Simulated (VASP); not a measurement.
# Ba2MgB2 (I4/mmm) in VASP: single point with PBE

Aim: the single point of Ba2MgB2 with PBE.

All numbers are computed with VASP 6.6.1; they aren't measurements. Logs are shortened: lines on timing, memory, paths and dates and some standing lists are left out, and cuts for length are marked.

## (1) The cell of the first run

The structure is tetragonal, space group I4/mmm (No. 139). Conventional cell: a = 4.417 Å, b = 4.417 Å, c = 10.852 Å, α = 90.00°, β = 90.00°, γ = 90.00°. Within 3.5 Å of Ba (site symmetry -4m2) lie 4 B at 2.67 Å and 4 Ba at 3.12 Å and 4 Mg at 3.50 Å. Within 4.5 Å of Mg (site symmetry 4/mmm) lie 10 B at 3.35 to 4.21 Å and 8 Ba at 3.50 Å and 4 Mg at 4.42 Å. B (site symmetry 4mm) has 1 B at 2.43 Å and 4 Ba at 2.67 Å within 3.2 Å.

## (2) Single point, PBE

INCAR reads:

```
SYSTEM = Ba2MgB2
ALGO = Normal ; EDIFF = 1E-6
ENCUT = 1230 ; GGA = PE
GGA_COMPAT = .False. ; ISIF = 2
ISMEAR = 0 ; LASPH = .True.
LCHARG = .False. ; LREAL = .False.
LWAVE = .False. ; NBANDS = 26
NELM = 120 ; PREC = Accurate
SIGMA = 0.1
```

KPOINTS reads:

```
k-points
0
Gamma
  6 6 6
  0 0 0
```

POSCAR reads:

```
Ba2MgB2
1.0
   -2.2085192418      2.2085192418      5.4261278003
    2.2085192418     -2.2085192418      5.4261278003
    2.2085192418      2.2085192418     -5.4261278003
Ba Mg B
2 1 2
Direct
    0.7500000000      0.2500000000      0.5000000000
    0.2500000000      0.7500000000      0.5000000000
    0.0000000000      0.0000000000      0.0000000000
    0.3880000000      0.3880000000      0.0000000000
    0.6120000000      0.6120000000      0.0000000000
```

Potentials or basis: VASP PAW PBE potentials, release 64 (Ba_sv, Mg_sv, B_h).

Started as:

```bash
$ cat potpaw_PBE.64/Ba_sv/POTCAR potpaw_PBE.64/Mg_sv/POTCAR potpaw_PBE.64/B_h/POTCAR > POTCAR
$ mpirun -np 1 vasp_std > vasp.out
```

OUTCAR:

```text
SYSTEM = Ba2MgB2
   EDIFF = 1E-6
   ENCUT = 1230
   GGA = PE
   ISIF = 2
   ISMEAR = 0
   LASPH = .True.
   LREAL = .False.
   NELM = 120
   PREC = Accurate

 ion  position               nearest neighbor table
   1  0.750  0.250  0.500-   4 2.67   5 2.67   4 2.67   5 2.67   2 3.12   2 3.12   2 3.12   2 3.12
                             3 3.50   3 3.50   3 3.50   3 3.50
   2  0.250  0.750  0.500-   4 2.67   5 2.67   4 2.67   5 2.67   1 3.12   1 3.12   1 3.12   1 3.12
                             3 3.50   3 3.50   3 3.50   3 3.50
   3  0.000  0.000  0.000-   1 3.50   2 3.50   1 3.50   2 3.50   1 3.50   2 3.50   1 3.50   2 3.50

   4  0.388  0.388  0.000-   1 2.67   2 2.67   2 2.67   1 2.67
   5  0.612  0.612  0.000-   2 2.67   1 2.67   1 2.67   2 2.67

  LATTYP: Found a body centered tetragonal cell.
 ALAT       =     4.4170384836
 C/A-ratio  =     2.4569076409

  Lattice vectors:

 A1 = (  -2.2085192418,   2.2085192418,   5.4261278003)
 A2 = (   2.2085192418,  -2.2085192418,   5.4261278003)
 A3 = (   2.2085192418,   2.2085192418,  -5.4261278003)

Analysis of symmetry for initial positions (statically):
=====================================================================
 Subroutine PRICEL returns:
 Original cell was already a primitive cell.

 Routine SETGRP: Setting up the symmetry group for a
 body centered tetragonal supercell.

 Subroutine GETGRP returns: Found 16 space group operations
 (whereof 16 operations were pure point group operations)
 out of a pool of 16 trial point group operations.

The static configuration has the point symmetry D_4h.

Analysis of symmetry for dynamics (positions and initial velocities):
=====================================================================
 Subroutine PRICEL returns:
 Original cell was already a primitive cell.

 Routine SETGRP: Setting up the symmetry group for a
 body centered tetragonal supercell.

 Subroutine GETGRP returns: Found 16 space group operations
 (whereof 16 operations were pure point group operations)
 out of a pool of 16 trial point group operations.

The dynamic configuration has the point symmetry D_4h.

 Subroutine INISYM returns: Found 16 space group operations
 (whereof 16 operations are pure point group operations),
 and found     1 'primitive' translations

----------------------------------------------------------------------------------------

                                     Primitive cell

  volume of cell :     105.8650

  direct lattice vectors                    reciprocal lattice vectors
    -2.208519242  2.208519242  5.426127800     0.000000000  0.226396035  0.092146742
     2.208519242 -2.208519242  5.426127800     0.226396035  0.000000000  0.092146742
     2.208519242  2.208519242 -5.426127800     0.226396035  0.226396035  0.000000000

  length of vectors
     6.260828810  6.260828810  6.260828810     0.244430331  0.244430331  0.320172343

  position of ions in fractional coordinates (direct lattice)
     0.750000000  0.250000000  0.500000000
     0.250000000  0.750000000  0.500000000
     0.000000000  0.000000000  0.000000000
     0.388000000  0.388000000  0.000000000
     0.612000000  0.612000000  0.000000000

  ion indices of the primitive-cell ions
   primitive index   ion index
                 1           1
                 2           2
                 3           3
                 4           4
                 5           5

----------------------------------------------------------------------------------------

 KPOINTS: k-points

Automatic generation of k-mesh.
 Grid dimensions read from file:
 generate k-points for:    6    6    6

 Generating k-lattice:

  Cartesian coordinates                     Fractional coordinates (reciprocal lattice)
     0.000000000  0.037732673  0.015357790     0.166666667 -0.000000000  0.000000000
     0.037732673  0.000000000  0.015357790    -0.000000000  0.166666667  0.000000000
     0.037732673  0.037732673  0.000000000     0.000000000  0.000000000  0.166666667

  Length of vectors
     0.040738389  0.040738389  0.053362057

  Shift w.r.t. Gamma in fractional coordinates (k-lattice)
     0.000000000  0.000000000  0.000000000

 Subroutine IBZKPT returns following result:
 ===========================================

 Found     30 irreducible k-points:

 Following reciprocal coordinates:
            Coordinates               Weight
  0.000000  0.000000  0.000000      1.000000
  0.166667  0.000000  0.000000      8.000000
  0.333333  0.000000 -0.000000      8.000000
  0.500000  0.000000 -0.000000      4.000000
  0.166667  0.166667 -0.000000      8.000000
  0.333333  0.166667 -0.000000     16.000000
[... 16 lines left out ...]
 -0.333333 -0.333333  0.166667      8.000000
 -0.166667 -0.333333  0.166667      8.000000
 [... further k-points ...]
   k-points           NKPTS =     30   k-points in BZ     NKDIM =     30   number of bands    NBANDS=     26
   number of dos      NEDOS =    301   number of ions     NIONS =      5
   total plane-waves  NPLWV = 373248
   dimension x,y,z NGX =    72 NGY =   72 NGZ =   72
   dimension x,y,z NGXF=   144 NGYF=  144 NGZF=  144
   ions per type =               2   1   2
   NGX,Y,Z   is equivalent  to a cutoff of  19.12, 19.12, 19.12 a.u.
   NGXF,Y,Z  is equivalent  to a cutoff of  38.24, 38.24, 38.24 a.u.
 SYSTEM =  Ba2MgB2
   PREC   = accura    normal or accurate (medium, high low for compatibility)
   ISTART =      0    job   : 0-new  1-cont  2-samecut
   ICHARG =      2    charge: 1-file 2-atom 10-const
   ISPIN  =      1    spin polarized calculation?
   LNONCOLLINEAR =      F non collinear calculations
   LSORBIT =      F    spin-orbit coupling
   LASPH  =      T    aspherical Exc in radial PAW
   ENCUT  = 1230.0 eV  90.40 Ry    9.51 a.u.  17.90 17.90 17.90*2*pi/ulx,y,z
   NELM   =    120;   NELMIN=  2; NELMDL= -5     # of ELM steps
   EDIFF  = 0.1E-05   stopping-criterion for ELM
   LREAL  =      F    real-space projection
   EDIFFG = 0.1E-04   stopping-criterion for IOM
   NSW    =      0    number of steps for IOM
   IBRION =     -1    ionic relax: 0-MD 1-quasi-New 2-CG
   NFREE  =      0    steps in history (QN), initial steepest desc. (CG)
   ISIF   =      2    stress and relaxation
   ISYM   =      2    0-nonsym 1-usesym 2-fastsym
   POTIM  = 0.5000    time-step for ionic-motion
   TEBEG  =    0.0;   TEEND  =   0.0 temperature during run
   PSTRESS=    0.0 pullay stress
   NELECT =      36.0000    total number of electrons
   NUPDOWN=      -1.0000    fix difference up-down
   EMIN   =  10.00;   EMAX   =-10.00  energy-range for DOS
   EFERMI =   0.00;   METHOD = LEGACY
   ISMEAR =     0;   SIGMA  =   0.10  broadening in eV -4-tet -1-fermi 0-gaus
   EFERMI_NEDOS =   21; number of points for ismear=-14 and -15
   IALGO  =     38    algorithm
   IMIX   =      4    mixing-type and parameters
     AMIX     =   0.40;   BMIX     =  1.00
     AMIX_MAG =   1.60;   BMIX_MAG =  1.00
  volume/ion in A,a.u.               =      21.17       142.88
  Fermi-wavevector in a.u.,A,eV,Ry     =   1.142681  2.159353 17.765386  1.305719
  Thomas-Fermi vector in A             =   2.279378
   LORBIT       =      0    0 simple, 1 ext, 2 COOP (PROOUT), +10 PAW based schemes
   GGA     = PE    functional components
   LHFCALC =     F    Hartree Fock is set to
   AEXX    =    0.0000 exact exchange contribution
   IVDW    =     0    specifies the selected vdW correction
   LEPSILON=     F    determine dielectric tensor
   LRPA    =     F    only Hartree local field effects (RPA)
 non-spin polarized calculation
 Gauss-broadening in eV      SIGMA  =   0.10
  energy-cutoff  :     1230.00
  volume of cell :      105.86
 maximum number of plane-waves:     10404
   NGX = 35   NGY = 35   NGZ = 35

 number of electron      36.0000000 magnetization

 Free energy of the ion-electron system (eV)
  ---------------------------------------------------
  ext. energy  EPLUGINS =         0.00000000
  ---------------------------------------------------
  free energy    TOTEN  =       -10.97903931 eV

  energy without entropy =      -10.96144644  energy(sigma->0) =      -10.97024287

 E-fermi :   3.9021     XC(G=0):  -9.8102

 val. band max:        3.8975810326   @ k =   0.3333   0.3333  -0.0000
 cond. band min:       3.9076786870   @ k =  -0.3333   0.5000   0.1667
 fundamental gap:      0.0100976544
 Fermi energy:         3.9020939153

 k-point     1 :       0.0000    0.0000    0.0000
  band No.  band energies     occupation
      1     -72.4935      2.00000
      2     -39.2659      2.00000
      3     -39.2425      2.00000
      4     -39.2425      2.00000
      5     -24.2934      2.00000
      6     -22.9535      2.00000
[... 18 lines left out ...]
     25       9.4846      0.00000
     26       9.5408      0.00000

 k-point     2 :       0.1667    0.0000    0.0000
  band No.  band energies     occupation
      1     -72.4935      2.00000
      2     -39.2659      2.00000
      3     -39.2425      2.00000
      4     -39.2425      2.00000
      5     -24.2110      2.00000
      6     -23.0513      2.00000
[... 18 lines left out ...]
     25       8.8930      0.00000
     26       9.5153      0.00000

 k-point     3 :       0.3333    0.0000   -0.0000
  band No.  band energies     occupation
      1     -72.4935      2.00000
      2     -39.2659      2.00000
      3     -39.2426      2.00000
      4     -39.2425      2.00000
      5     -23.9809      2.00000
      6     -23.3122      2.00000
[... 572 lines left out ...]
 k-point    23 :      -0.3333   -0.3333    0.1667
  band No.  band energies     occupation
      1     -72.4935      2.00000
      2     -39.2660      2.00000
      3     -39.2425      2.00000
      4     -39.2425      2.00000
      5     -24.1352      2.00000
      6     -23.1319      2.00000
[... 18 lines left out ...]
     25       8.2148      0.00000
     26       9.5032      0.00000

 k-point    24 :      -0.1667   -0.3333    0.1667
  band No.  band energies     occupation
      1     -72.4935      2.00000
      2     -39.2660      2.00000
      3     -39.2425      2.00000
      4     -39.2425      2.00000
      5     -24.2101      2.00000
      6     -23.0517      2.00000
[... 18 lines left out ...]
     25       8.5043      0.00000
     26       9.1654      0.00000

 [... further k-points ...]

------------------------ aborting loop because EDIFF is reached ----------------------------------------

  FORCE on cell =-STRESS in cart. coord.  units (eV):
  Direction    XX          YY          ZZ          XY          YZ          ZX
  --------------------------------------------------------------------------------------
  -------------------------------------------------------------------------------------
  Total       13.0448853     13.0448853      3.3494615      0.0000000      0.0000000      0.0000000
  in kB      197.4233247    197.4233247     50.6912725      0.0000000      0.0000000      0.0000000
  external PRESSURE =     148.5126406 kB  Pullay stress =       0.0000000 kB

 VOLUME and BASIS-vectors are now :
 -----------------------------------------------------------------------------
  energy-cutoff  :     1230.00
  volume of cell :      105.86
      direct lattice vectors                 reciprocal lattice vectors
    -2.208519242  2.208519242  5.426127800     0.000000000  0.226396035  0.092146742
     2.208519242 -2.208519242  5.426127800     0.226396035  0.000000000  0.092146742
     2.208519242  2.208519242 -5.426127800     0.226396035  0.226396035  0.000000000

 POSITION                                       TOTAL-FORCE (eV/Angst)
 -----------------------------------------------------------------------------------
     -0.00000      2.20852      2.71306        -0.000000     -0.000000     -0.000000
      2.20852     -0.00000      2.71306        -0.000000     -0.000000     -0.000000
      0.00000      0.00000      0.00000        -0.000000     -0.000000     -0.000000
      0.00000      0.00000      4.21068        -0.000000     -0.000000      4.148316
      0.00000      0.00000      6.64158         0.000000      0.000000     -4.148316
 -----------------------------------------------------------------------------------
    total drift:                                0.000000      0.000000     -0.000000

  FREE ENERGIE OF THE ION-ELECTRON SYSTEM (eV)
  ---------------------------------------------------
  free  energy   TOTEN  =       -10.9790393058 eV

  energy  without entropy=      -10.9614464423  energy(sigma->0) =      -10.97024287
```

It took 7.1 min on 1 thread of Intel Xeon Platinum 8259CL at 2.50GHz (Skylake/Cascade Lake), shared host; peak memory 0.92 GiB.

Results:

| Property | Result |
| --- | --- |
| Free energy | -10.9790 eV |
| Pressure | 14.9 GPa |
| Largest force | 4.148 eV/Å |
| Band gap on the k mesh | zero (bands 18 and 19 overlap by 0.75 eV) |

Forces in eV/Å, atoms in the order of the input:
```
Ba   0.000  0.000  0.000
Ba   0.000  0.000  0.000
Mg   0.000  0.000  0.000
B    0.000  0.000  4.148
B    0.000  0.000 -4.148
```

Levels at points of the mesh, in eV from the Fermi level:
| k point | band 14 | band 15 | band 16 | band 17 | band 18 | band 19 | band 20 | band 21 | band 22 | band 23 |
| --- | --- | --- | --- | --- | --- | --- | --- | --- | --- | --- |
| (0.00, 0.00, 0.00) | -5.25 | -2.33 | -2.11 | -2.11 | -0.49 | -0.01 | 0.06 | 1.86 | 1.86 | 3.77 |
| (0.50, 0.00, 0.00) | -3.90 | -2.80 | -1.27 | -0.73 | 0.09 | 0.13 | 0.44 | 1.86 | 3.22 | 3.22 |
| (0.50, 0.50, 0.00) | -4.44 | -2.23 | -1.90 | -0.56 | -0.32 | 0.39 | 1.09 | 1.47 | 1.52 | 2.46 |
| (0.50, 0.50, 0.50) | -4.94 | -4.03 | -1.16 | -1.16 | 0.11 | 0.18 | 0.18 | 0.19 | 1.13 | 1.94 |

Caveat: the stress differs along the axes, from 5 to 20 GPa; spin-orbit coupling is left out, which moves the levels of the heavy elements; forces of over 1 eV/Å act on the atoms, so gaps and moduli don't describe the material at rest.
